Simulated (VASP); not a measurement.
A run of VASP 6.6.1 is set up as follows.

Contents of POSCAR:

```
SiC
1.0
    0.0000000000      2.1060175116      2.3166192627
    2.1060175116      0.0000000000      2.3166192627
    2.1060175116      2.1060175116      0.0000000000
Si C
1 1
Direct
    0.0000000000      0.0000000000      0.0000000000
    0.7500000000      0.7500000000      0.7500000000
```

Contents of INCAR.step1:

```
ALGO = Normal
EDIFF = 1E-4
ENCUT = 520
GGA = PE
ISMEAR = 0
LASPH = True
LCHARG = False
LREAL = False
LWAVE = True
NBANDS = 11
NELM = 80
PREC = Accurate
SIGMA = 0.05
```

INCAR.step2

```
ALGO = Normal
EDIFF = 1E-6
ENCUT = 520
ISIF = 2
ISMEAR = 0
ISTART = 1
LASPH = True
LCHARG = False
LMIXTAU = True
LREAL = False
LWAVE = False
METAGGA = R2SCAN
NBANDS = 11
NELM = 80
PREC = Accurate
SIGMA = 0.05
```

KPOINTS

```
k-points
0
Gamma
  12 12 12
```

Potentials or basis: VASP PAW PBE potentials, release 64 (Si, C).

Command:

```bash
$ cat potpaw_PBE.64/Si/POTCAR potpaw_PBE.64/C/POTCAR > POTCAR
$ cp INCAR.step1 INCAR
$ mpirun -np 1 vasp_std > vasp.out
$ cp INCAR.step2 INCAR
$ mpirun -np 1 vasp_std > vasp.out
```

Task: Predict the band gap on the k mesh.

Result: 1.17 eV (least direct gap 4.98 eV).

Task: Predict the pressure.

Result: 0.6 GPa.

Stress tensor (GPa, compression positive):
```
 11.33   0.00   0.00
  0.00  11.33   0.00
  0.00   0.00 -20.96
```

Caveat: the stress differs along the axes, from -21 to 11 GPa; the PAW data sets were made with another functional, which shifts forces and pressure a little. A k mesh can miss the band edges.
